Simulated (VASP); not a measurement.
# Rh (P6_3/mmc) in VASP: a series of runs, part 2 of 2

VASP 6.6.1.

## (3) Single point, PBE

This run uses another cell than the first one, of 14.27 Å³/atom.

INCAR reads:

```
PREC = Accurate ; ENCUT = 520
EDIFF = 1E-6 ; ISMEAR = 0
SIGMA = 0.15 ; LREAL = False
LASPH = True ; NELM = 60
ALGO = Fast ; ISIF = 2
LWAVE = False ; LCHARG = False
GGA = PE ; NBANDS = 22
```

KPOINTS reads:

```
Automatic mesh
0
Gamma
  18 18 10
```

POSCAR reads:

```
Rh
1.0
    2.8339000000      0.0000000000      0.0000000000
   -1.4169500000      2.4542293918      0.0000000000
    0.0000000000      0.0000000000      4.1045000000
Rh
2
Direct
    0.6666666667      0.3333333333      0.7500000000
    0.3333333333      0.6666666667      0.2500000000
```

Potentials or basis: VASP PAW PBE potentials, release 64 (Rh_pv).

Run with:

```
$ cat potpaw_PBE.64/Rh_pv/POTCAR > POTCAR
$ mpirun -np 1 vasp_std > vasp.out
```

OUTCAR:

```text
PREC = Accurate
   ENCUT = 520
   EDIFF = 1E-6
   ISMEAR = 0
   LREAL = False
   LASPH = True
   NELM = 60
   ISIF = 2
   GGA = PE

 ion  position               nearest neighbor table
   1  0.667  0.333  0.750-   2 2.62   2 2.62   2 2.62   2 2.62   2 2.62   2 2.62
   2  0.333  0.667  0.250-   1 2.62   1 2.62   1 2.62   1 2.62   1 2.62   1 2.62

  LATTYP: Found a hexagonal cell.
 ALAT       =     2.8339000000
 C/A-ratio  =     1.4483573873

  Lattice vectors:

 A1 = (   2.8339000000,   0.0000000000,   0.0000000000)
 A2 = (  -1.4169500000,   2.4542293918,   0.0000000000)
 A3 = (   0.0000000000,   0.0000000000,   4.1045000000)

Analysis of symmetry for initial positions (statically):
=====================================================================
 Subroutine PRICEL returns:
 Original cell was already a primitive cell.

 Routine SETGRP: Setting up the symmetry group for a
 hexagonal supercell.

 Subroutine GETGRP returns: Found 24 space group operations
 (whereof 12 operations were pure point group operations)
 out of a pool of 24 trial point group operations.

[... 162 lines left out ...]
  free energy    TOTEN  =       -14.30477502 eV

  energy without entropy =      -14.25948005  energy(sigma->0) =      -14.28212754

 E-fermi :  11.3411     XC(G=0): -13.7757

 val. band max:       11.3348138186   @ k =   0.3333   0.2778   0.5000
 cond. band min:      11.3427498048   @ k =   0.1111  -0.0000   0.5000
 fundamental gap:      0.0079359863
 Fermi energy:        11.3410972681

 k-point     1 :       0.0000    0.0000    0.0000
  band No.  band energies     occupation
      1     -35.8870      2.00000
      2     -35.2096      2.00000
      3     -35.2096      2.00000
      4     -35.0550      2.00000
      5     -35.0416      2.00000
      6     -35.0416      2.00000
[... 589 lines left out ...]
     21      22.8590      0.00000
     22      26.3056      0.00000

 [... further k-points ...]

------------------------ aborting loop because EDIFF is reached ----------------------------------------

  FORCE on cell =-STRESS in cart. coord.  units (eV):
  Direction    XX          YY          ZZ          XY          YZ          ZX
  --------------------------------------------------------------------------------------
  -------------------------------------------------------------------------------------
  Total       -1.2597585     -1.2597585      2.8353255     -0.0000000     -0.0000000      0.0000000
  in kB      -70.7030191    -70.7030191    159.1305550     -0.0000000     -0.0000000      0.0000000
  external PRESSURE =       5.9081723 kB  Pullay stress =       0.0000000 kB

 VOLUME and BASIS-vectors are now :
 -----------------------------------------------------------------------------
  energy-cutoff  :      520.00
  volume of cell :       28.55
      direct lattice vectors                 reciprocal lattice vectors
     2.833900000  0.000000000  0.000000000     0.352870602  0.203729937  0.000000000
    -1.416950000  2.454229392  0.000000000     0.000000000  0.407459875  0.000000000
     0.000000000  0.000000000  4.104500000     0.000000000  0.000000000  0.243635035

 POSITION                                       TOTAL-FORCE (eV/Angst)
 -----------------------------------------------------------------------------------
      1.41695      0.81808      3.07837         0.000000     -0.000000      0.000000
     -0.00000      1.63615      1.02612        -0.000000      0.000000      0.000000
 -----------------------------------------------------------------------------------
    total drift:                               -0.000000      0.000000     -0.000000

  FREE ENERGIE OF THE ION-ELECTRON SYSTEM (eV)
  ---------------------------------------------------
  free  energy   TOTEN  =       -14.3047750222 eV

  energy  without entropy=      -14.2594800496  energy(sigma->0) =      -14.28212754
```

It took 1.8 min on 1 thread of Intel Xeon 8259CL, shared host; peak memory 0.23 GiB.

Results:

| Quantity | Value |
| --- | --- |
| Free energy | -14.3048 eV |
| Pressure | 0.6 GPa |
| Band gap on the k mesh | zero (bands 15 and 16 overlap by 1.83 eV) |

## (4) Single point, PBE

This run uses another cell than the first one, of 14.30 Å³/atom.

INCAR reads:

```
SYSTEM = Rh
PREC = Accurate
ENCUT = 520
EDIFF = 1E-7
ISMEAR = 0
SIGMA = 0.15
LREAL = .FALSE.
LASPH = .TRUE.
NELM = 80
ALGO = Fast
ISIF = 2
LWAVE = .FALSE.
LCHARG = .TRUE.
GGA = PE
LELF = .TRUE.
LVHAR = .TRUE.
NBANDS = 22
```

KPOINTS reads:

```
Automatic mesh
0
G
  18 18 10
  0 0 0
```

POSCAR reads:

```
Rh
1.0
    2.8611000000      0.0000000000      0.0000000000
   -1.4305500000      2.4777852828      0.0000000000
    0.0000000000      0.0000000000      4.0343000000
Rh
2
Direct
    0.6666666667      0.3333333333      0.7500000000
    0.3333333333      0.6666666667      0.2500000000
```

Run with:

```
$ cat potpaw_PBE.64/Rh_pv/POTCAR > POTCAR
$ mpirun -np 1 vasp_std > vasp.out
```

Run time: 2.2 min. Hardware: 1 thread of Intel Xeon 8259CL, shared host; peak memory 0.23 GiB.

Results (log left out):

* Free energy: -14.2247 eV
* Pressure: 1.8 GPa
* Band gap on the k mesh: zero (bands 15 and 16 overlap by 1.67 eV)

Stress tensor (GPa, compression positive):
```
-7.36  0.00  0.00
 0.00 -7.36  0.00
 0.00  0.00 20.21
```

Levels at points of the mesh, in eV from the Fermi level:
| k point | band 11 | band 12 | band 13 | band 14 | band 15 | band 16 | band 17 | band 18 | band 19 | band 20 |
| --- | --- | --- | --- | --- | --- | --- | --- | --- | --- | --- |
| (0.00, 0.00, 0.00) | -2.66 | -2.66 | -2.19 | -2.19 | -1.90 | 0.14 | 0.14 | 2.32 | 10.27 | 15.12 |
| (0.50, 0.00, 0.00) | -2.43 | -1.96 | -1.47 | -0.25 | 0.33 | 1.03 | 2.50 | 4.36 | 10.73 | 11.26 |
| (0.00, 0.00, 0.50) | -3.42 | -3.42 | -2.43 | -2.43 | -0.23 | -0.23 | -0.23 | -0.23 | 14.80 | 14.80 |
| (0.50, 0.00, 0.50) | -2.03 | -2.03 | -0.40 | -0.40 | 0.15 | 0.15 | 2.47 | 2.47 | 8.77 | 8.77 |

## (5) The runs side by side

```csv
cell,further INCAR settings,gap on the mesh (eV),pressure (GPa)
"a = 2.779, b = 2.779, c = 4.245 Å, angles 90.0, 90.0, 120.0°, 2 atoms",ALGO = Fast; EDIFF = 1e-06; NBANDS = 22,none,-0.5
"a = 2.834, b = 2.834, c = 4.104 Å, angles 90.0, 90.0, 120.0°, 2 atoms",ALGO = Fast; EDIFF = 1e-06; NBANDS = 22,none,0.6
"a = 2.861, b = 2.861, c = 4.034 Å, angles 90.0, 90.0, 120.0°, 2 atoms",ALGO = Fast; EDIFF = 1e-07; NBANDS = 22,none,1.8
```

Alike in all rows: task single point; level PBE; potentials or basis VASP PAW PBE potentials, release 64 (Rh_pv); no spin polarisation; k mesh 18 × 18 × 10; cutoff (eV) 520; smearing gaussian 0.15 eV.

Absolute energies hang on the potentials; compare differences alone.
